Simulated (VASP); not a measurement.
# SmNbS3 (P4/mmm) in VASP: notebook

The runs below take SmNbS3 through single point, relaxation of cell and atoms, with PBE.

Everything below comes from runs of VASP 6.6.1. Logs are shortened: lines on timing, memory, paths and dates and some standing lists are left out, and cuts for length are marked.

### 1 The cell of the first run

Symmetry: P4/mmm, No. 123, tetragonal system. The conventional cell has a = 3.790 Å, b = 3.790 Å, c = 7.638 Å, α = 90.00°, β = 90.00°, γ = 90.00°. Within 3.5 Å of Sm (site symmetry 4/mmm) lie 4 Nb at 2.68 Å and 8 S at 3.28 Å. Nb (site symmetry 4/mmm) has 2 S at 1.90 Å within 2.5 Å. S (site symmetry 4mm) has 1 Nb at 1.90 Å within 2.5 Å. Within 4.3 Å of S (site symmetry 4/mmm) lie 12 S at 3.30 to 3.79 Å and 2 Sm at 3.82 Å.

The cell was built from a structure type or drawn by symmetry, and may not be a known phase.

### 2 Single point, PBE

File INCAR:

```
SYSTEM = SmNbS3
ALGO     = Normal         ! electronic algorithm
EDIFF    = 1E-6           ! SCF threshold, eV
ENCUT    = 500            ! plane-wave cutoff, eV
GGA      = PE             ! functional
GGA_COMPAT= .False.      
ISIF     = 2              ! what is computed and relaxed
ISMEAR   = 0              ! smearing method
LASPH    = .True.         ! aspherical terms in the spheres
LCHARG   = .False.        ! write CHGCAR
LMAXMIX  = 6              ! l up to which the mixer works
LREAL    = .False.        ! projectors in reciprocal space
LWAVE    = .False.        ! write WAVECAR
NBANDS   = 29             ! bands
NELM     = 200            ! most SCF steps
PREC     = Accurate       ! precision mode
SIGMA    = 0.1            ! smearing width, eV
```

File KPOINTS:

```
k-points
0
Gamma
  4 4 2
  0 0 0
```

File POSCAR:

```
SmNbS3
1.0
    3.7895070600      0.0000000000      0.0000000000
    0.0000000000      3.7895070600      0.0000000000
    0.0000000000      0.0000000000      7.6378534500
Sm Nb S
1 1 3
Direct
    0.5000000000      0.5000000000      0.5000000000
    0.0000000000      0.0000000000      0.5000000000
    0.0000000000      0.0000000000      0.7484778100
    0.0000000000      0.0000000000      0.2515221900
    0.5000000000      0.5000000000      0.0000000000
```

Potentials or basis: VASP PAW PBE potentials, release 64 (Sm_3, Nb_sv, S), 4f in core.

Launch:

```
$ cat potpaw_PBE.64/Sm_3/POTCAR potpaw_PBE.64/Nb_sv/POTCAR potpaw_PBE.64/S/POTCAR > POTCAR
$ mpirun -np 1 vasp_std > vasp.out
```

OUTCAR:

```text
SYSTEM = SmNbS3
   EDIFF = 1E-6
   ENCUT = 500
   GGA = PE
   ISIF = 2
   ISMEAR = 0
   LASPH = .True.
   LREAL = .False.
   NELM = 200
   PREC = Accurate

 ion  position               nearest neighbor table
   1  0.500  0.500  0.500-   2 2.68   2 2.68   2 2.68   2 2.68   3 3.28   4 3.28   4 3.28   3 3.28
                             4 3.28   3 3.28   3 3.28   4 3.28
   2  0.000  0.000  0.500-   3 1.90   4 1.90   1 2.68   1 2.68   1 2.68   1 2.68
   3  0.000  0.000  0.748-   2 1.90   1 3.28   1 3.28   1 3.28   1 3.28
   4  0.000  0.000  0.252-   2 1.90   1 3.28   1 3.28   1 3.28   1 3.28
   5  0.500  0.500  0.000-

  LATTYP: Found a simple tetragonal cell.
 ALAT       =     3.7895070600
 C/A-ratio  =     2.0155269087

  Lattice vectors:

 A1 = (   3.7895070600,   0.0000000000,   0.0000000000)
 A2 = (   0.0000000000,   3.7895070600,   0.0000000000)
 A3 = (   0.0000000000,   0.0000000000,   7.6378534500)

Analysis of symmetry for initial positions (statically):
=====================================================================
 Subroutine PRICEL returns:
 Original cell was already a primitive cell.

 Routine SETGRP: Setting up the symmetry group for a
 simple tetragonal supercell.

 Subroutine GETGRP returns: Found 16 space group operations
 (whereof 16 operations were pure point group operations)
 out of a pool of 16 trial point group operations.

The static configuration has the point symmetry D_4h.

Analysis of symmetry for dynamics (positions and initial velocities):
=====================================================================
 Subroutine PRICEL returns:
 Original cell was already a primitive cell.

 Routine SETGRP: Setting up the symmetry group for a
 simple tetragonal supercell.

 Subroutine GETGRP returns: Found 16 space group operations
 (whereof 16 operations were pure point group operations)
 out of a pool of 16 trial point group operations.

The dynamic configuration has the point symmetry D_4h.

 Subroutine INISYM returns: Found 16 space group operations
 (whereof 16 operations are pure point group operations),
 and found     1 'primitive' translations

----------------------------------------------------------------------------------------

                                     Primitive cell

  volume of cell :     109.6824

[... 80 lines left out ...]
   NELM   =    200;   NELMIN=  2; NELMDL= -5     # of ELM steps
   EDIFF  = 0.1E-05   stopping-criterion for ELM
   LREAL  =      F    real-space projection
   EDIFFG = 0.1E-04   stopping-criterion for IOM
   NSW    =      0    number of steps for IOM
   IBRION =     -1    ionic relax: 0-MD 1-quasi-New 2-CG
   NFREE  =      0    steps in history (QN), initial steepest desc. (CG)
   ISIF   =      2    stress and relaxation
   ISYM   =      2    0-nonsym 1-usesym 2-fastsym
   POTIM  = 0.5000    time-step for ionic-motion
   TEBEG  =    0.0;   TEEND  =   0.0 temperature during run
   PSTRESS=    0.0 pullay stress
   NELECT =      42.0000    total number of electrons
   NUPDOWN=      -1.0000    fix difference up-down
   EMIN   =  10.00;   EMAX   =-10.00  energy-range for DOS
   EFERMI =   0.00;   METHOD = LEGACY
   ISMEAR =     0;   SIGMA  =   0.10  broadening in eV -4-tet -1-fermi 0-gaus
   EFERMI_NEDOS =   21; number of points for ismear=-14 and -15
   IALGO  =     38    algorithm
   IMIX   =      4    mixing-type and parameters
     AMIX     =   0.40;   BMIX     =  1.00
     AMIX_MAG =   1.60;   BMIX_MAG =  1.00
  volume/ion in A,a.u.               =      21.94       148.03
  Fermi-wavevector in a.u.,A,eV,Ry     =   1.188810  2.246525 19.228685  1.413269
  Thomas-Fermi vector in A             =   2.324931
   LORBIT       =      0    0 simple, 1 ext, 2 COOP (PROOUT), +10 PAW based schemes
   GGA     = PE    functional components
   LHFCALC =     F    Hartree Fock is set to
   AEXX    =    0.0000 exact exchange contribution
   IVDW    =     0    specifies the selected vdW correction
   LEPSILON=     F    determine dielectric tensor
   LRPA    =     F    only Hartree local field effects (RPA)
 non-spin polarized calculation
 Gauss-broadening in eV      SIGMA  =   0.10
  energy-cutoff  :      500.00
  volume of cell :      109.68
 maximum number of plane-waves:      2832
 NGX is ok and might be reduce to    28
   NGX = 13   NGY = 13   NGZ = 27

 number of electron      41.9999987 magnetization

 Free energy of the ion-electron system (eV)
  ---------------------------------------------------
  ext. energy  EPLUGINS =         0.00000000
  ---------------------------------------------------
  free energy    TOTEN  =       -20.02590339 eV

  energy without entropy =      -19.97893304  energy(sigma->0) =      -20.00241821

 E-fermi :   4.7590     XC(G=0): -10.0195

 val. band max:        4.7277361206   @ k =   0.5000   0.2500   0.5000
 cond. band min:       4.7936482158   @ k =   0.2500   0.0000   0.5000
 fundamental gap:      0.0659120952
 Fermi energy:         4.7589842552

 k-point     1 :       0.0000    0.0000    0.0000
  band No.  band energies     occupation
      1     -49.3837      2.00000
      2     -35.9014      2.00000
      3     -27.0890      2.00000
      4     -25.5738      2.00000
      5     -25.5738      2.00000
      6     -15.4624      2.00000
[... 373 lines left out ...]
     28       9.9702      0.00000
     29      10.0678      0.00000

------------------------ aborting loop because EDIFF is reached ----------------------------------------

  FORCE on cell =-STRESS in cart. coord.  units (eV):
  Direction    XX          YY          ZZ          XY          YZ          ZX
  --------------------------------------------------------------------------------------
  -------------------------------------------------------------------------------------
  Total       10.2210069     10.2210069     47.4906553      0.0000000      0.0000000      0.0000000
  in kB      149.3026446    149.3026446    693.7164330      0.0000000      0.0000000      0.0000000
  external PRESSURE =     330.7739074 kB  Pullay stress =       0.0000000 kB

 VOLUME and BASIS-vectors are now :
 -----------------------------------------------------------------------------
  energy-cutoff  :      500.00
  volume of cell :      109.68
      direct lattice vectors                 reciprocal lattice vectors
     3.789507060  0.000000000  0.000000000     0.263886565  0.000000000  0.000000000
     0.000000000  3.789507060  0.000000000     0.000000000  0.263886565  0.000000000
     0.000000000  0.000000000  7.637853450     0.000000000  0.000000000  0.130926838

 POSITION                                       TOTAL-FORCE (eV/Angst)
 -----------------------------------------------------------------------------------
      1.89475      1.89475      3.81893        -0.000000      0.000000     -0.000000
      0.00000      0.00000      3.81893        -0.000000      0.000000     -0.000000
      0.00000      0.00000      5.71676         0.000000      0.000000     13.026052
      0.00000      0.00000      1.92109        -0.000000     -0.000000    -13.026052
      1.89475      1.89475      0.00000        -0.000000      0.000000     -0.000000
 -----------------------------------------------------------------------------------
    total drift:                               -0.000000      0.000000      0.000000

  FREE ENERGIE OF THE ION-ELECTRON SYSTEM (eV)
  ---------------------------------------------------
  free  energy   TOTEN  =       -20.0259033862 eV

  energy  without entropy=      -19.9789330368  energy(sigma->0) =      -20.00241821
```

stdout:

```text
POSCAR found type information on POSCAR SmNbS
 POSCAR found :  3 types and       5 ions
 scaLAPACK will be used
 LDA part: xc-table for (Slater+PW92), standard interpolation
 POSCAR, INCAR and KPOINTS ok, starting setup
 FFT: planning ... GRIDC
 FFT: planning ... GRID_SOFT
 FFT: planning ... GRID
 WAVECAR not read
 entering main loop
```

It took 25 s on 1 thread of Intel Xeon 6975P-C (Granite Rapids), shared host; peak memory 0.21 GiB.

Results:

```yaml
Free_energy: -20.0259 eV
Pressure: 33.1 GPa
Largest_force: 13.026 eV/Å
Band_gap_on_the_k_mesh: zero (bands 21 and 22 overlap by 0.99 eV)
```

Forces in eV/Å, atoms in the order of the input:
```
Sm    0.000   0.000   0.000
Nb    0.000   0.000   0.000
S     0.000   0.000  13.026
S     0.000   0.000 -13.026
S     0.000   0.000   0.000
```

Caveat: the k points lie up to 0.41 Å⁻¹ apart, too coarse for converged energies and pressures of a metal; spin-orbit coupling is left out, which moves the levels of the heavy elements; the 4f electrons are frozen in the core, so they carry no moment and show no levels; the run has no spin polarisation, though such a crystal can be magnetic; forces of over 1 eV/Å act on the atoms, so gaps and moduli don't describe the material at rest.

### 3 Single point, PBE, collinear spin

File INCAR:

```
SYSTEM = SmNbS3
ALGO = Normal ; EDIFF = 1E-6
ENCUT = 500 ; GGA = PE
GGA_COMPAT = .False. ; ISIF = 2
ISMEAR = 0 ; ISPIN = 2
LASPH = .True. ; LCHARG = .False.
LMAXMIX = 6 ; LORBIT = 11
LREAL = .False. ; LWAVE = .False.
MAGMOM = 0.04 0.07 0.15 0.15 1.28 ; NBANDS = 33
NELM = 200 ; PREC = Accurate
SIGMA = 0.1
```

KPOINTS is that of step 2.

POSCAR is that of step 2.

Potentials or basis: VASP PAW PBE potentials, release 64 (Sm_3, Nb_sv, S), 4f in core.

Launch:

```
$ cat potpaw_PBE.64/Sm_3/POTCAR potpaw_PBE.64/Nb_sv/POTCAR potpaw_PBE.64/S/POTCAR > POTCAR
$ mpirun -np 1 vasp_std > vasp.out
```

Run time: 63 s. Hardware: 1 thread of Intel Xeon 6975P-C (Granite Rapids), shared host; peak memory 0.27 GiB.

It converged, with:

```
Free energy                                           : -20.1374 eV
Pressure                                              : 34.0 GPa
Largest force                                         : 13.281 eV/Å
Net moment                                            : 2.09 μB per cell
Site moments                                          : Sm +0.06; Nb +0.12; S +0.20, +0.80 (each value once) μB
Valence electrons inside the program's atomic spheres : Sm 9.49; Nb 11.86; S 3.78, 3.53 (each value once)
```

Forces on the atoms (eV/Å):
```
Sm    0.000   0.000   0.000
Nb    0.000   0.000   0.000
S     0.000   0.000  13.281
S     0.000   0.000 -13.281
S     0.000   0.000   0.000
```

Stress tensor (GPa, compression positive):
```
16.38  0.00  0.00
 0.00 16.38  0.00
 0.00  0.00 69.21
```

Levels at points of the mesh, in eV from the Fermi level:
Spin up:
| k point | band 20 | band 21 | band 22 | band 23 | band 24 | band 25 |
| --- | --- | --- | --- | --- | --- | --- |
| (0.00, 0.00, 0.00) | -1.77 | -0.27 | -0.27 | 0.11 | 2.23 | 3.04 |
| (0.50, 0.00, 0.00) | -0.70 | -0.37 | 0.59 | 1.71 | 2.22 | 2.55 |
| (0.50, 0.50, 0.00) | -1.19 | -0.90 | 0.08 | 1.91 | 1.91 | 1.93 |
| (0.00, 0.00, 0.50) | -1.13 | -1.00 | -0.91 | -0.91 | 3.29 | 3.33 |
| (0.50, 0.00, 0.50) | -0.35 | -0.26 | 1.11 | 1.70 | 2.29 | 2.56 |
| (0.50, 0.50, 0.50) | -1.29 | -0.85 | -0.84 | 1.93 | 2.84 | 2.84 |
Spin down:
| k point | band 16 | band 17 | band 18 | band 19 | band 20 | band 21 | band 22 | band 23 | band 24 | band 25 |
| --- | --- | --- | --- | --- | --- | --- | --- | --- | --- | --- |
| (0.00, 0.00, 0.00) | -2.94 | -2.18 | -2.02 | -2.02 | -1.21 | 0.64 | 0.99 | 0.99 | 2.33 | 3.18 |
| (0.50, 0.00, 0.00) | -1.80 | -0.83 | -0.35 | -0.30 | -0.09 | 0.64 | 0.74 | 1.87 | 2.40 | 2.71 |
| (0.50, 0.50, 0.00) | -3.69 | -1.23 | -0.81 | -0.75 | -0.13 | -0.13 | 0.58 | 1.97 | 2.04 | 2.04 |
| (0.00, 0.00, 0.50) | -2.88 | -2.18 | -1.74 | -1.74 | -0.56 | -0.53 | 0.40 | 0.40 | 3.47 | 3.59 |
| (0.50, 0.00, 0.50) | -2.15 | -1.74 | -0.48 | -0.30 | 0.44 | 0.71 | 1.34 | 1.85 | 2.45 | 2.79 |
| (0.50, 0.50, 0.50) | -3.19 | -1.21 | -1.21 | -1.19 | -1.13 | -0.67 | -0.38 | 1.97 | 3.20 | 3.20 |

Caveat: the k points lie up to 0.41 Å⁻¹ apart; the magnetic or orbital state may not be the lowest; spin-orbit coupling is left out, which moves the levels of the heavy elements; the 4f electrons are frozen in the core, so they carry no moment and show no levels; forces of over 1 eV/Å act on the atoms, so gaps and moduli don't describe the material at rest. With open d or f shells a metallic result of PBE can be an artefact of self-interaction; +U or a hybrid may open a gap.

(Continued in part 2 of 2.)
